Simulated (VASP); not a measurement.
# Ti (Fd-3m) in VASP: further runs, part 2 of 2

VASP 6.6.1.

## 5. Relaxation of cell and atoms, PBE, target pressure 40 GPa, at which the enthalpy is minimised

This run uses another cell than the first one, of 22.91 Å³/atom.

The input, INCAR:

```
SYSTEM = Ti
PREC     = Accurate       ! precision mode
ENCUT    = 500            ! plane-wave cutoff, eV
EDIFF    = 1E-7           ! SCF threshold, eV
ISMEAR   = -1             ! smearing method
SIGMA    = 0.05           ! smearing width, eV
LREAL    = .False.        ! projectors in reciprocal space
LASPH    = .True.         ! aspherical terms in the spheres
NELM     = 120            ! most SCF steps
ALGO     = Normal         ! electronic algorithm
ISIF     = 3              ! what is computed and relaxed
LWAVE    = .False.        ! write WAVECAR
LCHARG   = .False.        ! write CHGCAR
GGA      = PE             ! functional
IBRION   = 2              ! ionic algorithm
NSW      = 80             ! ionic steps
EDIFFG   = -0.01          ! ionic threshold
PSTRESS  = 400.0        
GGA_COMPAT= .False.      
NELMIN   = 4
```

The input, KPOINTS:

```
regular mesh
0
Gamma
  6 6 6
  0 0 0
```

The input, POSCAR:

```
Ti
1.0
    0.0000000000      2.8400000000      2.8400000000
    2.8400000000      0.0000000000      2.8400000000
    2.8400000000      2.8400000000      0.0000000000
Ti
2
Direct
    1.0000000000      1.0000000000      1.0000000000
    0.2500000000      0.2500000000      0.2500000000
```

Potentials or basis: VASP PAW PBE potentials, release 64 (Ti_sv).

Run with:

```
> cat potpaw_PBE.64/Ti_sv/POTCAR > POTCAR
> mpirun -np 1 vasp_std > vasp.out
```

OUTCAR:

```text
SYSTEM = Ti
   PREC = Accurate
   ENCUT = 500
   EDIFF = 1E-7
   ISMEAR = -1
   LREAL = .False.
   LASPH = .True.
   NELM = 120
   ISIF = 3
   GGA = PE
   IBRION = 2
   NSW = 80
   EDIFFG = -0.01
   PSTRESS = 400.0
   NELMIN = 4

 ion  position               nearest neighbor table
   1  0.000  0.000  0.000-   2 2.46   2 2.46   2 2.46   2 2.46
   2  0.250  0.250  0.250-   1 2.46   1 2.46   1 2.46   1 2.46

  LATTYP: Found a face centered cubic cell.
 ALAT       =     5.6800000000

  Lattice vectors:

 A1 = (   0.0000000000,   2.8400000000,   2.8400000000)
 A2 = (   2.8400000000,   0.0000000000,   2.8400000000)
 A3 = (   2.8400000000,   2.8400000000,   0.0000000000)

Analysis of symmetry for initial positions (statically):
=====================================================================
 Subroutine PRICEL returns:
 Original cell was already a primitive cell.

 Routine SETGRP: Setting up the symmetry group for a
 face centered cubic supercell.

 Subroutine GETGRP returns: Found 48 space group operations
 (whereof 24 operations were pure point group operations)
 out of a pool of 48 trial point group operations.

[... 131 lines left out ...]
   LORBIT       =      0    0 simple, 1 ext, 2 COOP (PROOUT), +10 PAW based schemes
   GGA     = PE    functional components
   LHFCALC =     F    Hartree Fock is set to
   AEXX    =    0.0000 exact exchange contribution
   IVDW    =     0    specifies the selected vdW correction
   LEPSILON=     F    determine dielectric tensor
   LRPA    =     F    only Hartree local field effects (RPA)
 conjugate gradient relaxation of ions
 non-spin polarized calculation
  energy-cutoff  :      500.00
  volume of cell :       45.81
 maximum number of plane-waves:      1211
 NGX is ok and might be reduce to    30
   NGX = 15   NGY = 15   NGZ = 15

--------------------------------------- Ionic step        1  -------------------------------------------

 number of electron      24.0000002 magnetization

 Free energy of the ion-electron system (eV)
  ---------------------------------------------------
  ext. energy  EPLUGINS =         0.00000000
  ---------------------------------------------------
  free energy    TOTEN  =       -10.98659149 eV

  energy without entropy =      -10.92804477  energy(sigma->0) =      -10.95731813

 E-fermi :   5.3549     XC(G=0):  -9.9466

 val. band max:        5.3082795957   @ k =   0.1667   0.1667   0.0000
 cond. band min:       5.3556071533   @ k =   0.5000   0.5000   0.0000
 fundamental gap:      0.0473275576
 Fermi energy:         5.3549239556
[... 722 lines left out ...]
  energy  without entropy=       -9.9142699318  energy(sigma->0) =       -9.92822492

  enthalpy is  TOTEN    =        -2.5247438708 eV   P V=        7.4174360291

[... ionic steps 4 to 15 ...]

--------------------------------------- Ionic step       16  -------------------------------------------

 number of electron      24.0000001 magnetization

------------------------ aborting loop because EDIFF is reached ----------------------------------------
[... 71 lines left out ...]
--------------------------------------- Ionic step       18  -------------------------------------------

 number of electron      24.0000001 magnetization

 Free energy of the ion-electron system (eV)
  ---------------------------------------------------
  ext. energy  EPLUGINS =         0.00000000
  ---------------------------------------------------
  free energy    TOTEN  =        -9.56987592 eV

  energy without entropy =       -9.55040118  energy(sigma->0) =       -9.56013855

 E-fermi :  10.7163     XC(G=0): -12.2195

 val. band max:       10.6866888735   @ k =   0.3333   0.0000   0.0000
 cond. band min:      10.8077173841   @ k =  -0.1667   0.1667   0.0000
 fundamental gap:      0.1210285106
 Fermi energy:        10.7162923195
[... 335 lines left out ...]
  energy  without entropy=       -9.5504011828  energy(sigma->0) =       -9.56013855

  enthalpy is  TOTEN    =        -2.5807714667 eV   P V=        6.9891044579

 reached required accuracy - stopping structural energy minimisation
```

OSZICAR:

```text
N       E                     dE             d eps       ncg     rms          rms(c)
DAV:   1     0.255602278225E+03    0.25560E+03   -0.12787E+04   512   0.171E+03
DAV:   2     0.120811233809E+02   -0.24352E+03   -0.24202E+03   544   0.486E+02
DAV:   3    -0.106206614115E+02   -0.22702E+02   -0.22415E+02  1016   0.130E+02
DAV:   4    -0.117254358580E+02   -0.11048E+01   -0.11014E+01   528   0.285E+01
[... 182 lines left out ...]
DAV:   3    -0.956986873443E+01    0.14459E-04   -0.89765E-05   672   0.718E-02    0.809E-03
DAV:   4    -0.956987199329E+01   -0.32589E-05   -0.12226E-05   832   0.223E-02    0.716E-03
DAV:   5    -0.956987568982E+01   -0.36965E-05   -0.88090E-06   720   0.159E-02    0.419E-03
DAV:   6    -0.956987596004E+01   -0.27023E-06   -0.87908E-07   680   0.770E-03    0.125E-03
DAV:   7    -0.956987592462E+01    0.35422E-07   -0.24664E-07   552   0.298E-03
  18 F= -.25807715E+01 E0= -.25710341E+01  d E =-.427530E-03
```

CONTCAR:

```text
Ti
   1.00000000000000
     0.0000000000000000    2.4099833506884902    2.4099833506884902
     2.4099833506884902   -0.0000000000000000    2.4099833506884902
     2.4099833506884902    2.4099833506884902    0.0000000000000000
  Ti
     2
Direct
     0.0000000000000000    0.0000000000000000    0.0000000000000000
     0.2500000000000000    0.2500000000000000    0.2500000000000000

  0.00000000E+00  0.00000000E+00  0.00000000E+00
  0.00000000E+00  0.00000000E+00  0.00000000E+00
```

Wall time 3.3 min (1 thread of AMD EPYC 7R43 (Zen 3), shared host); peak memory 0.14 GiB.

What came out:

- Free energy: -9.5699 eV
- Relaxed volume: 14.00 Å³/atom
- Relaxed cell: a = 3.408 Å, b = 3.408 Å, c = 3.408 Å, α = 60.00°, β = 60.00°, γ = 60.00°
- Space group after relaxing (to 0.1 Å): Fd-3m (No. 227)
- Energy change on relaxing (the run minimises the enthalpy): +708.4 meV/atom
- Ionic steps: 18
- Pressure after relaxing: 40.0 GPa
- Band gap on the k mesh: zero (bands 12 and 13 overlap by 1.50 eV)

Step by step:
```csv
step,energy change (eV),largest force (eV/Å),pressure (GPa),volume (Å³)
1,0.0000,0.0000,-0.65,45.81
2,10.3643,0.0000,330.29,17.07
3,1.0444,0.0000,30.32,29.71
4,1.2088,0.0000,34.30,28.89
5,1.4511,0.0000,40.98,27.86
6,1.3757,0.0000,38.85,28.16
7,1.3773,0.0000,38.89,28.15
8,1.3820,0.0000,39.02,28.14
9,1.3821,0.0000,39.02,28.14
10,1.3822,0.0000,39.02,28.13
11,1.3825,0.0000,39.02,28.13
12,1.3831,0.0000,39.04,28.13
13,1.3844,0.0000,39.08,28.13
14,1.3868,0.0000,39.15,28.12
15,1.3918,0.0000,39.30,28.10
16,1.4017,0.0000,39.57,28.06
17,1.4217,0.0000,40.14,27.97
18,1.4167,0.0000,40.02,27.99
```

Final structure:
```
Ti
1.0
     0.00000    2.40998    2.40998
     2.40998    0.00000    2.40998
     2.40998    2.40998    0.00000
Ti
2
Direct
  0.00000 0.00000 0.00000
  0.25000 0.25000 0.25000
```

Caveat: the cell is relaxed towards a set pressure, so the run minimises the enthalpy, not the energy; the volume moved by over 15 % at a fixed basis, so the end points are rough; atoms lie so close that the PAW spheres overlap strongly, which falsifies energies and pressures.

## 6. Relaxation of cell and atoms, PBE, target pressure 60 GPa, at which the enthalpy is minimised

This run uses another cell than the first one, of 22.91 Å³/atom.

The input, INCAR:

```
ALGO = Normal
EDIFF = 1E-7
EDIFFG = -0.01
ENCUT = 500
GGA = PE
GGA_COMPAT = False
IBRION = 2
ISIF = 3
ISMEAR = -1
LASPH = True
LCHARG = False
LREAL = False
LWAVE = False
NELM = 120
NELMIN = 4
NSW = 80
PREC = Accurate
PSTRESS = 600.0
SIGMA = 0.05
```

The input, KPOINTS:

```
k-points
0
Gamma
  6 6 6
```

POSCAR is that of step 5.

Potentials or basis: VASP PAW PBE potentials, release 64 (Ti_sv).

Run with:

```
> cat potpaw_PBE.64/Ti_sv/POTCAR > POTCAR
> mpirun -np 1 vasp_std > vasp.out
```

OUTCAR:

```text
EDIFF = 1E-7
   EDIFFG = -0.01
   ENCUT = 500
   GGA = PE
   IBRION = 2
   ISIF = 3
   ISMEAR = -1
   LASPH = True
   LREAL = False
   NELM = 120
   NELMIN = 4
   NSW = 80
   PREC = Accurate
   PSTRESS = 600.0

 ion  position               nearest neighbor table
   1  0.000  0.000  0.000-   2 2.46   2 2.46   2 2.46   2 2.46
   2  0.250  0.250  0.250-   1 2.46   1 2.46   1 2.46   1 2.46

  LATTYP: Found a face centered cubic cell.
 ALAT       =     5.6800000000

  Lattice vectors:

 A1 = (   0.0000000000,   2.8400000000,   2.8400000000)
 A2 = (   2.8400000000,   0.0000000000,   2.8400000000)
 A3 = (   2.8400000000,   2.8400000000,   0.0000000000)

Analysis of symmetry for initial positions (statically):
[... 155 lines left out ...]
   NGX = 15   NGY = 15   NGZ = 15

--------------------------------------- Ionic step        1  -------------------------------------------

 number of electron      24.0000002 magnetization

 Free energy of the ion-electron system (eV)
  ---------------------------------------------------
  ext. energy  EPLUGINS =         0.00000000
  ---------------------------------------------------
  free energy    TOTEN  =       -10.98659149 eV

  energy without entropy =      -10.92804477  energy(sigma->0) =      -10.95731813

 E-fermi :   5.3549     XC(G=0):  -9.9466

 val. band max:        5.3082795957   @ k =   0.1667   0.1667   0.0000
 cond. band min:       5.3556071533   @ k =   0.5000   0.5000   0.0000
 fundamental gap:      0.0473275576
 Fermi energy:         5.3549239556
[... 878 lines left out ...]
--------------------------------------- Ionic step        8  -------------------------------------------

 number of electron      24.0000001 magnetization

 Free energy of the ion-electron system (eV)
  ---------------------------------------------------
  ext. energy  EPLUGINS =         0.00000000
  ---------------------------------------------------
  free energy    TOTEN  =        -8.87381892 eV

  energy without entropy =       -8.85072837  energy(sigma->0) =       -8.86227364

 E-fermi :  11.8727     XC(G=0): -12.6549

 val. band max:       11.8089614153   @ k =   0.5000   0.1667   0.0000
 cond. band min:      11.9361553215   @ k =  -0.1667   0.1667   0.0000
 fundamental gap:      0.1271939063
 Fermi energy:        11.8727290107
[... 335 lines left out ...]
  energy  without entropy=       -8.8507283673  energy(sigma->0) =       -8.86227364

  enthalpy is  TOTEN    =         0.7642579798 eV   P V=        9.6380768991

 reached required accuracy - stopping structural energy minimisation
```

It took 2.9 min on 1 thread of AMD EPYC 7R43 (Zen 3), shared host; peak memory 0.15 GiB.

Results:

| Quantity | Value |
| --- | --- |
| Free energy | -8.8738 eV |
| Relaxed volume | 12.87 Å³/atom |
| Relaxed cell | a = 3.314 Å, b = 3.314 Å, c = 3.314 Å, α = 60.00°, β = 60.00°, γ = 60.00° |
| Space group after relaxing (to 0.1 Å) | Fd-3m (No. 227) |
| Energy change on relaxing (the run minimises the enthalpy) | +1056.4 meV/atom |
| Ionic steps | 8 |
| Pressure after relaxing | 60.0 GPa |
| Band gap on the k mesh | zero (bands 12 and 13 overlap by 1.95 eV) |

The path:
| step | energy change (eV) | largest force (eV/Å) | pressure (GPa) | volume (Å³) |
| --- | --- | --- | --- | --- |
| 1 | 0.0000 | 0.0000 | -0.65 | 45.81 |
| 2 | 64.0970 | 0.0000 | 2569.61 | 9.02 |
| 3 | 0.0943 | 0.0000 | 6.68 | 39.81 |
| 4 | 0.3114 | 0.0000 | 10.90 | 35.94 |
| 5 | 4.5532 | 0.0000 | 132.20 | 21.42 |
| 6 | 1.5242 | 0.0000 | 43.09 | 27.58 |
| 7 | 1.9954 | 0.0000 | 56.71 | 26.06 |
| 8 | 2.1128 | 0.0000 | 60.01 | 25.74 |

Final structure:
```
Ti
1.0
     0.00000    2.34336    2.34336
     2.34336    0.00000    2.34336
     2.34336    2.34336    0.00000
Ti
2
Direct
  0.00000 0.00000 0.00000
  0.25000 0.25000 0.25000
```

Levels at points of the mesh, in eV from the Fermi level:
| k point | band 9 | band 10 | band 11 | band 12 | band 13 | band 14 | band 15 | band 16 |
| --- | --- | --- | --- | --- | --- | --- | --- | --- |
| (0.00, 0.00, 0.00) | -6.02 | -2.26 | -2.26 | -0.33 | -0.33 | -0.33 | 2.95 | 2.95 |
| (0.50, 0.00, 0.00) | -3.18 | -2.11 | -2.11 | -1.32 | -0.82 | -0.82 | 2.12 | 4.41 |
| (0.50, 0.50, 0.00) | -4.24 | -4.24 | -0.73 | -0.73 | 1.73 | 1.73 | 2.73 | 2.73 |

Caveat: the cell is relaxed towards a set pressure, so the run minimises the enthalpy, not the energy; the volume moved by over 15 % at a fixed basis, so the end points are rough; atoms lie so close that the PAW spheres overlap strongly, which falsifies energies and pressures.

## 7. Summary

```tsv
task	cell	gap on the mesh (eV)	pressure (GPa)
single point	a = 3.987 Å, angles 60.0°, 2 atoms	none	0.1
relaxation of cell and atoms	relaxed from a = 4.016 Å, angles 60.0°, 2 atoms	none	0.0
relaxation of cell and atoms	relaxed to 20 GPa from a = 4.016 Å, angles 60.0°, 2 atoms	none	20.0
relaxation of cell and atoms	relaxed to 40 GPa from a = 4.016 Å, angles 60.0°, 2 atoms	none	40.0
relaxation of cell and atoms	relaxed to 60 GPa from a = 4.016 Å, angles 60.0°, 2 atoms	none	60.0
```

Alike in all rows: level PBE; potentials or basis VASP PAW PBE potentials, release 64 (Ti_sv); no spin polarisation; k mesh 6 × 6 × 6; cutoff (eV) 500; smearing fermi-dirac 0.05 eV.

Caveats: the cell is relaxed towards a set pressure, so the run minimises the enthalpy, not the energy (at least some runs); the volume moved by over 15 % at a fixed basis, so the end points are rough (at least some runs); atoms lie so close that the PAW spheres overlap strongly, which falsifies energies and pressures (at least some runs).

Absolute energies hang on the potentials; compare differences alone.
